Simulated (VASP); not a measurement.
Runs of VASP 6.6.1 on CaSe. The structure is that of space group F-43m (No. 216), or close to it. The cells are those of the table. 

```csv
level,cell,gap on the mesh (eV),pressure (GPa)
RPBE,"a = 4.638 Å, angles 60.0°, 2 atoms",3.46,1.9
r2SCAN,"a = 4.607 Å, angles 60.0°, 2 atoms",(b),0.9
r2SCAN,"a = 4.575 Å, angles 60.0°, 2 atoms",(a),1.8
r2SCAN,"a = 4.654 Å, angles 60.0°, 2 atoms",3.66,-0.2
r2SCAN,"a = 4.669 Å, angles 60.0°, 2 atoms",3.62,-0.5
r2SCAN,"a = 4.638 Å, angles 60.0°, 2 atoms",3.69,0.2
PBE,"a = 4.660 Å, angles 60.0°, 2 atoms",3.16,0.1
r2SCAN,"a = 4.699 Å, angles 60.0°, 2 atoms",3.56,-1.1
PBE,"a = 4.574 Å, angles 60.0°, 2 atoms",3.33,2.1
r2SCAN,"a = 4.660 Å, angles 60.0°, 2 atoms",3.64,(c)
```

Alike in all rows: task single point; potentials or basis VASP PAW PBE potentials, release 64 (Ca_sv, Se); no spin polarisation; k mesh 6 × 6 × 6; cutoff (eV) 520; smearing gaussian 0.05 eV.

Task: Fill in the values left out.

Result: (a) 3.83; (b) 3.76; (c) -0.3.

Caveats: the PAW data sets were made with another functional, which shifts forces and pressure a little (some runs).

A k mesh can miss the band edges, and the runs leave out spin-orbit coupling on Se.
